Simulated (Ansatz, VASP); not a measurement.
# Cu in VASP and in Ansatz

```
Cu
1.0
    -0.01808    1.79846    1.79846
     1.79846   -0.01808    1.79846
     1.79846    1.79846   -0.01808
Cu
1
Direct
  0.00000 0.00000 0.00000
```

Change from the starting cell: equal xy, yz and zx shear strains of -1 %.

Alike in both runs: task single point; functional PBEsol; k mesh 17 × 17 × 17; occupations fermi-dirac, width 0.03 eV; no spin polarisation.

|  | VASP | Ansatz |
| --- | --- | --- |
| version | VASP 6.6.1 | Ansatz 0.2.0 |
| potentials or method | VASP PAW PBE potentials, release 64 (Cu), cutoff 520 eV | all-electron LAPW, scalar-relativistic |

|  | VASP | Ansatz | Ansatz less VASP |
| --- | --- | --- | --- |
| pressure (GPa) | -5.9 | -6.6 | -0.68 |
| traceless stress, the component that is largest in VASP (GPa) | 0.71 | 0.75 | +0.041 |

VASP's potentials were made for PBE, not for PBEsol. Ansatz ran all-electron here, and VASP with PAW potentials.
